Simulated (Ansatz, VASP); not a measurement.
NaCl in VASP and in Ansatz

The input INCAR:

```
SYSTEM = NaCl
PREC     = Accurate       ! precision mode
ENCUT    = 500            ! plane-wave cutoff, eV
EDIFF    = 1E-6           ! SCF threshold, eV
ISMEAR   = -1             ! smearing method
SIGMA    = 0.02           ! smearing width, eV
LREAL    = .False.        ! projectors in reciprocal space
LASPH    = .True.         ! aspherical terms in the spheres
NELM     = 120            ! most SCF steps
ALGO     = Normal         ! electronic algorithm
ISIF     = 2              ! what is computed and relaxed
LWAVE    = .False.        ! write WAVECAR
LCHARG   = .True.         ! write CHGCAR
GGA      = PS             ! functional
LELF     = .True.         ! ELF
LVHAR    = .True.       
NBANDS   = 14             ! bands
GGA_COMPAT= .False.
```

The input KPOINTS:

```
regular mesh
0
Gamma
  8 8 8
  0 0 0
```

The input POSCAR:

```
NaCl
1.0
    2.8600000000      0.0000000000      0.0000000000
    0.0000000000      2.8600000000      0.0000000000
    0.0000000000      0.0000000000      2.8028000000
Na Cl
1 1
Direct
    0.0000000000      0.0000000000      0.0000000000
    0.5000000000      0.5000000000      0.5000000000
```

Input for Ansatz:

```yaml
crystal:
  lattice:
    - [2.86, 0.0, 0.0]
    - [0.0, 2.86, 0.0]
    - [0.0, 0.0, 2.8028]
  atoms:
    - { symbol: Na, position: [0.0, 0.0, 0.0] }
    - { symbol: Cl, position: [0.5, 0.5, 0.5] }
kpoints:
  mp_grid: { grid: [8, 8, 8] }
  band_path:
    path:
      - [0.0, 0.0, 0.0]
      - [0.0, 0.5, 0.0]
      - [0.5, 0.5, 0.0]
      - [0.0, 0.0, 0.0]
      - [0.0, 0.0, 0.5]
      - [0.0, 0.5, 0.5]
      - [0.5, 0.5, 0.5]
      - [0.0, 0.0, 0.5]
      - [0.0, 0.5, 0.0]
    npoints: 5
scf:
  occupations: { method: fermi_dirac, width: 0.02 }
hamiltonian:
  xc: pbesol
  pseudopotentials: { kind: all_electron, lapw: { basis_error: 0.00025 } }
output:
  forces: true
  stress: true
  eigenvalues: true
```

Change from the starting cell: zz strain of -2 %.

Alike in both runs: task single point; functional PBEsol; k mesh 8 × 8 × 8; occupations fermi-dirac, width 0.02 eV; no spin polarisation.

|  | VASP | Ansatz |
| --- | --- | --- |
| version | VASP 6.6.1 | Ansatz 0.2.0 |
| potentials or method | VASP PAW PBE potentials, release 64 (Na_pv, Cl), cutoff 500 eV | all-electron LAPW, scalar-relativistic |

|  | VASP | Ansatz | Ansatz less VASP |
| --- | --- | --- | --- |
| gap on the k mesh at the Fermi level (eV) | 3.93 | 3.88 | -0.053 |
| pressure (GPa) | 65.2 | 64.6 | -0.67 |
| traceless stress, the component that is largest in VASP (GPa) | 3.67 | 3.69 | +0.020 |

VASP's potentials were made for PBE, not for PBEsol. Both programs put the cell under a high pressure, so it lies far from rest at this level. Ansatz ran all-electron here, and VASP with PAW potentials.

Noted on VASP's run: the cell as given lies far from equilibrium.
